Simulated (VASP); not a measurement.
# AlSi2B (P-6m2) in VASP: relaxation of cell and atoms with PBE

Aim: the relaxation of cell and atoms of AlSi2B with PBE.

All numbers are computed with VASP 6.6.1; they aren't measurements. Logs are shortened: lines on timing, memory, paths and dates and some standing lists are left out, and cuts for length are marked.

## (1) The cell of the first run

Symmetry: P-6m2, No. 187, hexagonal system. Conventional cell: a = 3.115 Å, b = 3.115 Å, c = 6.431 Å, α = 90.00°, β = 90.00°, γ = 120.00°. Within 3.6 Å of Al (site symmetry -6m2) lie 6 Si at 2.73 Å and 6 Al at 3.12 Å. Si (site symmetry 3m) has 3 B at 2.14 Å and 1 Si at 2.32 Å and 3 Al at 2.73 Å within 2.8 Å. B (site symmetry -6m2) has 6 Si at 2.14 Å within 2.8 Å.

## (2) Relaxation of cell and atoms, PBE

Input file INCAR:

```
ALGO = Normal
EDIFF = 1E-7
EDIFFG = -0.01
ENCUT = 600
GGA = PE
IBRION = 2
ISIF = 3
ISMEAR = 0
LASPH = True
LCHARG = False
LREAL = False
LWAVE = False
NELM = 100
NSW = 100
PREC = Accurate
SIGMA = 0.1
```

Input file KPOINTS:

```
k-points
0
Gamma
  18 18 8
```

Input file POSCAR:

```
AlSi2B
1.0
    3.1150579367      0.0000000000      0.0000000000
   -1.5575289684      2.6977193075      0.0000000000
    0.0000000000      0.0000000000      6.4306419069
Al Si B
1 2 1
Direct
    0.0000000000      0.0000000000      0.0000000000
    0.3333333333      0.6666666667      0.3192374568
    0.3333333333      0.6666666667      0.6807625432
    0.6666666667      0.3333333333      0.5000000000
```

Potentials or basis: VASP PAW PBE potentials, release 64 (Al, Si, B).

Started as:

```bash
cat potpaw_PBE.64/Al/POTCAR potpaw_PBE.64/Si/POTCAR potpaw_PBE.64/B/POTCAR > POTCAR
mpirun -np 1 vasp_std > vasp.out
```

OUTCAR:

```text
EDIFF = 1E-7
   EDIFFG = -0.01
   ENCUT = 600
   GGA = PE
   IBRION = 2
   ISIF = 3
   ISMEAR = 0
   LASPH = True
   LREAL = False
   NELM = 100
   NSW = 100
   PREC = Accurate

 ion  position               nearest neighbor table
   1  0.000  0.000  0.000-   2 2.73   3 2.73   2 2.73   3 2.73   2 2.73   3 2.73
   2  0.333  0.667  0.319-   4 2.14   4 2.14   4 2.14   3 2.32   1 2.73   1 2.73   1 2.73
   3  0.333  0.667  0.681-   4 2.14   4 2.14   4 2.14   2 2.32   1 2.73   1 2.73   1 2.73
   4  0.667  0.333  0.500-   2 2.14   3 2.14   2 2.14   3 2.14   2 2.14   3 2.14

  LATTYP: Found a hexagonal cell.
 ALAT       =     3.1150579367
 C/A-ratio  =     2.0643731313

  Lattice vectors:

 A1 = (   3.1150579367,   0.0000000000,   0.0000000000)
 A2 = (  -1.5575289684,   2.6977193075,   0.0000000000)
 A3 = (   0.0000000000,   0.0000000000,   6.4306419069)

Analysis of symmetry for initial positions (statically):
=====================================================================
 Subroutine PRICEL returns:
 Original cell was already a primitive cell.

 Routine SETGRP: Setting up the symmetry group for a
 hexagonal supercell.

 Subroutine GETGRP returns: Found 12 space group operations
 (whereof 12 operations were pure point group operations)
 out of a pool of 24 trial point group operations.

The static configuration has the point symmetry D_3h.

Analysis of symmetry for dynamics (positions and initial velocities):
=====================================================================
 Subroutine PRICEL returns:
 Original cell was already a primitive cell.

 Routine SETGRP: Setting up the symmetry group for a
 hexagonal supercell.

 Subroutine GETGRP returns: Found 12 space group operations
 (whereof 12 operations were pure point group operations)
 out of a pool of 24 trial point group operations.

The dynamic configuration has the point symmetry D_3h.

 Subroutine INISYM returns: Found 12 space group operations
 (whereof 12 operations are pure point group operations),
 and found     1 'primitive' translations

----------------------------------------------------------------------------------------

                                     Primitive cell

  volume of cell :      54.0402

  direct lattice vectors                    reciprocal lattice vectors
     3.115057937  0.000000000  0.000000000     0.321021317  0.185341744  0.000000000
    -1.557528968  2.697719307  0.000000000     0.000000000  0.370683487  0.000000000
     0.000000000  0.000000000  6.430641907     0.000000000  0.000000000  0.155505471

  length of vectors
     3.115057937  3.115057937  6.430641907     0.370683487  0.370683487  0.155505471

  position of ions in fractional coordinates (direct lattice)
     0.000000000  0.000000000  0.000000000
     0.333333333  0.666666667  0.319237457
     0.333333333  0.666666667  0.680762543
     0.666666667  0.333333333  0.500000000

  ion indices of the primitive-cell ions
   primitive index   ion index
                 1           1
                 2           2
                 3           3
                 4           4

----------------------------------------------------------------------------------------

 KPOINTS: k-points

Automatic generation of k-mesh.
 Grid dimensions read from file:
 generate k-points for:   18   18    8

 Generating k-lattice:

  Cartesian coordinates                     Fractional coordinates (reciprocal lattice)
     0.017834518  0.010296764  0.000000000     0.055555556  0.000000000  0.000000000
     0.000000000  0.020593527  0.000000000     0.000000000  0.055555556  0.000000000
     0.000000000  0.000000000  0.019438184     0.000000000  0.000000000  0.125000000

  Length of vectors
     0.020593527  0.020593527  0.019438184

  Shift w.r.t. Gamma in fractional coordinates (k-lattice)
     0.000000000  0.000000000  0.000000000

 Subroutine IBZKPT returns following result:
 ===========================================

 Found    185 irreducible k-points:

 Following reciprocal coordinates:
            Coordinates               Weight
  0.000000  0.000000  0.000000      1.000000
  0.055556  0.000000  0.000000      6.000000
  0.111111  0.000000  0.000000      6.000000
  0.166667  0.000000  0.000000      6.000000
  0.222222 -0.000000  0.000000      6.000000
  0.277778  0.000000  0.000000      6.000000
[... 16 lines left out ...]
  0.333333  0.111111  0.000000     12.000000
  0.388889  0.111111  0.000000     12.000000
 [... further k-points ...]
   k-points           NKPTS =    185   k-points in BZ     NKDIM =    185   number of bands    NBANDS=     11
   number of dos      NEDOS =    301   number of ions     NIONS =      4
   total plane-waves  NPLWV =  42336
   dimension x,y,z NGX =    28 NGY =   28 NGZ =   54
   dimension x,y,z NGXF=    56 NGYF=   56 NGZF=  108
   ions per type =               1   2   1
   NGX,Y,Z   is equivalent  to a cutoff of  14.94, 14.94, 13.96 a.u.
   NGXF,Y,Z  is equivalent  to a cutoff of  29.89, 29.89, 27.92 a.u.
 SYSTEM =  unknown system
   PREC   = accura    normal or accurate (medium, high low for compatibility)
   ISTART =      0    job   : 0-new  1-cont  2-samecut
   ICHARG =      2    charge: 1-file 2-atom 10-const
   ISPIN  =      1    spin polarized calculation?
   LNONCOLLINEAR =      F non collinear calculations
   LSORBIT =      F    spin-orbit coupling
   LASPH  =      T    aspherical Exc in radial PAW
   ENCUT  =  600.0 eV  44.10 Ry    6.64 a.u.   6.22  6.22 12.84*2*pi/ulx,y,z
   NELM   =    100;   NELMIN=  2; NELMDL= -5     # of ELM steps
   EDIFF  = 0.1E-06   stopping-criterion for ELM
   LREAL  =      F    real-space projection
   EDIFFG = -.1E-01   stopping-criterion for IOM
   NSW    =    100    number of steps for IOM
   IBRION =      2    ionic relax: 0-MD 1-quasi-New 2-CG
   NFREE  =      1    steps in history (QN), initial steepest desc. (CG)
   ISIF   =      3    stress and relaxation
   ISYM   =      2    0-nonsym 1-usesym 2-fastsym
   POTIM  = 0.5000    time-step for ionic-motion
   TEBEG  =    0.0;   TEEND  =   0.0 temperature during run
   PSTRESS=    0.0 pullay stress
   NELECT =      14.0000    total number of electrons
   NUPDOWN=      -1.0000    fix difference up-down
   EMIN   =  10.00;   EMAX   =-10.00  energy-range for DOS
   EFERMI =   0.00;   METHOD = LEGACY
   ISMEAR =     0;   SIGMA  =   0.10  broadening in eV -4-tet -1-fermi 0-gaus
   EFERMI_NEDOS =   21; number of points for ismear=-14 and -15
   IALGO  =     38    algorithm
   IMIX   =      4    mixing-type and parameters
     AMIX     =   0.40;   BMIX     =  1.00
     AMIX_MAG =   1.60;   BMIX_MAG =  1.00
  volume/ion in A,a.u.               =      13.51        91.17
  Fermi-wavevector in a.u.,A,eV,Ry     =   1.043627  1.972168 14.818871  1.089156
  Thomas-Fermi vector in A             =   2.178344
   LORBIT       =      0    0 simple, 1 ext, 2 COOP (PROOUT), +10 PAW based schemes
   GGA     = PE    functional components
   LHFCALC =     F    Hartree Fock is set to
   AEXX    =    0.0000 exact exchange contribution
   IVDW    =     0    specifies the selected vdW correction
   LEPSILON=     F    determine dielectric tensor
   LRPA    =     F    only Hartree local field effects (RPA)
 conjugate gradient relaxation of ions
 non-spin polarized calculation
 Gauss-broadening in eV      SIGMA  =   0.10
  energy-cutoff  :      600.00
  volume of cell :       54.04
 maximum number of plane-waves:      1838
 NGX is ok and might be reduce to    28
   NGX = 13   NGY = 13   NGZ = 25

--------------------------------------- Ionic step        1  -------------------------------------------

 number of electron      14.0000000 magnetization

 Free energy of the ion-electron system (eV)
  ---------------------------------------------------
  ext. energy  EPLUGINS =         0.00000000
  ---------------------------------------------------
  free energy    TOTEN  =       -20.06058571 eV

  energy without entropy =      -20.05370586  energy(sigma->0) =      -20.05714579

------------------------ aborting loop because EDIFF is reached ----------------------------------------

  FORCE on cell =-STRESS in cart. coord.  units (eV):
  Direction    XX          YY          ZZ          XY          YZ          ZX
  --------------------------------------------------------------------------------------
  -------------------------------------------------------------------------------------
  Total       -0.1174145     -0.1174145      0.1978603      0.0000000      0.0000000      0.0000000
  in kB       -3.4810876     -3.4810876      5.8661356      0.0000000      0.0000000      0.0000000
  external PRESSURE =      -0.3653465 kB  Pullay stress =       0.0000000 kB
[... 99 lines left out ...]
  energy  without entropy=      -20.0541733033  energy(sigma->0) =      -20.05772933

--------------------------------------- Ionic step        4  -------------------------------------------

 number of electron      14.0000000 magnetization

 Free energy of the ion-electron system (eV)
  ---------------------------------------------------
  ext. energy  EPLUGINS =         0.00000000
  ---------------------------------------------------
  free energy    TOTEN  =       -20.06130190 eV

  energy without entropy =      -20.05418663  energy(sigma->0) =      -20.05774426

 E-fermi :   8.4978     XC(G=0): -10.7911

 val. band max:        8.4959317714   @ k =   0.2778   0.1667   0.1250
 cond. band min:       8.5019327193   @ k =   0.0556   0.0556   0.1250
 fundamental gap:      0.0060009479
 Fermi energy:         8.4977826956

 k-point     1 :       0.0000    0.0000    0.0000
  band No.  band energies     occupation
      1      -5.6825      2.00000
      2      -1.6085      2.00000
      3      -0.6421      2.00000
      4       7.4932      2.00000
      5       8.9680      0.00000
      6       8.9680      0.00000
      7       9.2032      0.00000
      8      13.4366      0.00000
      9      13.4366      0.00000
     10      14.4267      0.00000
     11      14.9368      0.00000
[... 309 lines left out ...]
 k-point    24 :       0.3889    0.1111    0.0000
  band No.  band energies     occupation
      1      -2.1757      2.00000
      2       0.4241      2.00000
      3       2.2745      2.00000
      4       3.0656      2.00000
      5       4.5135      2.00000
      6       5.0071      2.00000
      7       5.8435      2.00000
      8       9.3083      0.00000
      9      10.5739      0.00000
     10      11.9919      0.00000
     11      12.2993      0.00000

 [... further k-points ...]
[... 5 lines left out ...]
  --------------------------------------------------------------------------------------
  -------------------------------------------------------------------------------------
  Total        0.0126680      0.0126680      0.0143598     -0.0000000      0.0000000     -0.0000000
  in kB        0.3757711      0.3757711      0.4259537     -0.0000000      0.0000000     -0.0000000
  external PRESSURE =       0.3924986 kB  Pullay stress =       0.0000000 kB
[... 19 lines left out ...]
  FREE ENERGIE OF THE ION-ELECTRON SYSTEM (eV)
  ---------------------------------------------------
  free  energy   TOTEN  =       -20.0613018981 eV

  energy  without entropy=      -20.0541866255  energy(sigma->0) =      -20.05774426

 reached required accuracy - stopping structural energy minimisation
```

It took 2.3 min on 1 thread of Intel Xeon 6975P-C (Granite Rapids), shared host; peak memory 0.31 GiB.

Results:

| Property | Result |
| --- | --- |
| Free energy | -20.0613 eV |
| Relaxed volume | 13.50 Å³/atom |
| Relaxed cell | a = 3.109 Å, b = 3.109 Å, c = 6.450 Å, α = 90.00°, β = 90.00°, γ = 120.00° |
| Space group after relaxing (to 0.05 Å) | P-6m2 (No. 187) |
| Energy gained by relaxing | 0.2 meV/atom |
| Ionic steps | 4 |
| Pressure after relaxing | 0.0 GPa |
| Band gap on the k mesh | zero (band 7 reaches 13.54 eV, above the bottom of band 8 at 6.23 eV) |

Step by step:
```csv
step,energy change (eV),largest force (eV/Å),pressure (GPa),volume (Å³)
1,0.0000,0.0492,-0.04,54.04
2,-0.0007,0.0239,0.00,54.02
3,-0.0007,0.0149,0.01,54.01
4,-0.0007,0.0006,0.04,54.01
```

Final structure:
```yaml
crystal:
  lattice:
    - [3.10948, 0.00000, 0.00000]
    - [-1.55474, 2.69288, 0.00000]
    - [0.00000, 0.00000, 6.45048]
  atoms:
    - { symbol: Al, position: [0.00000, 0.00000, 0.00000] }
    - { symbol: Si, position: [0.33333, 0.66667, 0.31986] }
    - { symbol: Si, position: [0.33333, 0.66667, 0.68014] }
    - { symbol: B, position: [0.66667, 0.33333, 0.50000] }
```
